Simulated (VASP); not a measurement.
Wanted: the native input for a VASP 6.6.1 run.

| Property | Result |
| --- | --- |
| Task | single point |
| Functional | PBEsol |
| Potentials or basis | VASP PAW PBE potentials, release 64 (Co, F) |
| Cutoff | 520 eV |
| k mesh | 12 × 12 × 1 |
| Occupations | gaussian, width 0.1 eV |
| Spin | collinear spin, ferromagnetic start |
| Starting moments | [1.94, 1.89, 1.88, 1.92, 1.0] μB |
| Dipole correction | yes |
| Further INCAR settings | ALGO = Normal; EDIFF = 1e-07; NBANDS = 34 |

The structure of Co4F lies in POSCAR:

```
Co4F
1.0
    2.4564188984      0.0000000000      0.0000000000
   -1.2282094492      2.1273211683      0.0000000000
    0.0000000000      0.0000000000     24.9542611580
Co F
4 1
Direct
    0.3333333333      0.6666666667      0.3406231884
    0.6666666667      0.3333333333      0.4201603081
    0.3343744658      0.6656255342      0.5011535370
    0.6682827308      0.3317172692      0.5803666268
    0.3358062362     -0.3358062362      0.6351065556
```

One way to write it, as run:

INCAR

```
PREC = Accurate
ENCUT = 520
EDIFF = 1E-7
ISMEAR = 0
SIGMA = 0.1
LREAL = False
LASPH = True
NELM = 150
ALGO = Normal
ISIF = 2
LWAVE = False
LCHARG = True
ISPIN = 2
MAGMOM = 1.94 1.89 1.88 1.92 1
LORBIT = 11
LMAXMIX = 4
LDIPOL = True
IDIPOL = 3
DIPOL = 0.5 0.5 0.495
GGA = PS
LELF = True
LVHAR = True
LVACPOTAV = True
NBANDS = 34
```

KPOINTS

```
regular mesh
0
Gamma
  12 12 1
```

Potentials or basis: VASP PAW PBE potentials, release 64 (Co, F).

Run with:

```console
$ cat potpaw_PBE.64/Co/POTCAR potpaw_PBE.64/F/POTCAR > POTCAR
$ mpirun -np 1 vasp_std > vasp.out
```

Results of the run:

```
Largest force                                         : 0.471 eV/Å
Net moment                                            : 7.32 μB per cell
Site moments                                          : Co +1.72, +1.67, +1.63, +2.09; F +0.21 μB
Valence electrons inside the program's atomic spheres : Co 8.17, 8.34, 8.36, 8.30; F 6.06
```

Caveat: the PAW data sets were made with another functional, which shifts forces and pressure a little.

Run time: 32 min on 1 thread of Intel Xeon 8259CL (shared host), peak memory 0.43 GiB.
